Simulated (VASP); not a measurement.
A run of VASP 6.6.1 is set up as follows.

File INCAR:

```
SYSTEM = HoAuF4
ALGO     = Normal         ! electronic algorithm
EDIFF    = 1E-7           ! SCF threshold, eV
EDIFFG   = -0.08          ! ionic threshold
ENCUT    = 600            ! plane-wave cutoff, eV
GGA      = PE             ! functional
GGA_COMPAT= .FALSE.      
IBRION   = 2              ! ionic algorithm
ISIF     = 3              ! what is computed and relaxed
ISMEAR   = 0              ! smearing method
LASPH    = .TRUE.         ! aspherical terms in the spheres
LCHARG   = .FALSE.        ! write CHGCAR
LMAXMIX  = 6              ! l up to which the mixer works
LREAL    = .FALSE.        ! projectors in reciprocal space
LWAVE    = .FALSE.        ! write WAVECAR
NELM     = 200            ! most SCF steps
NELMIN   = 4            
NSW      = 36             ! ionic steps
PREC     = Accurate       ! precision mode
SIGMA    = 0.15           ! smearing width, eV
```

Contents of KPOINTS:

```
k-points
0
G
  3 3 3
  0 0 0
```

The input POSCAR:

```
HoAuF4
1.0
    5.2442876700      0.0000000000      0.0000000000
   -2.6221438400      4.5416863500      0.0000000000
    0.0000000000      0.0000000000      4.0235663100
Ho Au F
1 1 4
Direct
    0.0000000000      0.0000000000      0.0000000000
    0.6666666700      0.3333333300      0.0000000000
    0.3333333300      0.6666666700      0.0000000000
    0.6598706600      0.8299353300      0.5000000000
    0.1700646700      0.8299353300      0.5000000000
    0.1700646700      0.3401293400      0.5000000000
```

Potentials or basis: VASP PAW PBE potentials, release 64 (Ho_3, Au, F), 4f in core.

Launch:

```sh
$ cat potpaw_PBE.64/Ho_3/POTCAR potpaw_PBE.64/Au/POTCAR potpaw_PBE.64/F/POTCAR > POTCAR
$ mpirun -np 1 vasp_std > vasp.out
```

**Question.** Predict the space group after relaxing (to 0.1 Å).

**Answer.** P-6m2 (No. 187).

**Question.** Predict the relaxed volume.

**Answer.** 17.20 Å³/atom.

Stress tensor (GPa, compression positive):
```
0.43 0.00 0.00
0.00 0.43 0.00
0.00 0.00 0.33
```

Caveat: the k points lie up to 0.64 Å⁻¹ apart in the final cell; the smearing spreads over this small gap; a cell axis changed by over 15 % at a fixed basis, so the end point is rough; spin-orbit coupling is left out, which moves the levels of the heavy elements; the 4f electrons are frozen in the core, so they carry no moment and show no levels. Spin polarisation is off, so any magnetic state and its effect on volume and gap are missing.
